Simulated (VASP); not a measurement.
Wanted: the native input for a VASP 6.6.1 run.

* Task: single point
* Functional: PBEsol
* Potentials or basis: VASP PAW PBE potentials, release 64 (Rb_sv)
* Cutoff: 520 eV
* k mesh: 14 × 14 × 14
* Occupations: gaussian, width 0.15 eV
* Spin: no spin polarisation
* Dipole correction: no
* Further INCAR settings: ALGO = Fast; EDIFF = 1e-06; NBANDS = 10

The structure of Rb lies in POSCAR:

```
Rb
1.0
   -2.8444431333      2.8444431333      2.7306654079
    2.8444431333     -2.8444431333      2.7306654079
    2.8444431333      2.8444431333     -2.7306654079
Rb
1
Direct
    0.0000000000      0.0000000000      0.0000000000
```

This cell differs from its parent crystal: ratio of the length along z to the lengths across it x 0.96, volume and fractional coordinates fixed.

The input as run:

INCAR

```
SYSTEM = Rb
PREC = Accurate
ENCUT = 520
EDIFF = 1E-6
ISMEAR = 0
SIGMA = 0.15
LREAL = .FALSE.
LASPH = .TRUE.
NELM = 100
ALGO = Fast
ISIF = 2
LWAVE = .FALSE.
LCHARG = .TRUE.
GGA = PS
LELF = .TRUE.
LVHAR = .TRUE.
NBANDS = 10
```

KPOINTS

```
regular mesh
0
G
  14 14 14
  0 0 0
```

Potentials or basis: VASP PAW PBE potentials, release 64 (Rb_sv).

Command:

```console
$ cat potpaw_PBE.64/Rb_sv/POTCAR > POTCAR
$ mpirun -np 1 vasp_std > vasp.out
```

Results of the run:

```yaml
Pressure: -0.1 GPa
Band_gap_on_the_k_mesh: zero (an odd number of electrons rules out a gap without spin polarisation)
```

Caveat: the PAW data sets were made with another functional, which shifts forces and pressure a little.

Wall time 57 s on 1 thread of Intel(R) Xeon(R) 6975P-C (Granite Rapids) (shared host), peak memory 0.34 GiB.
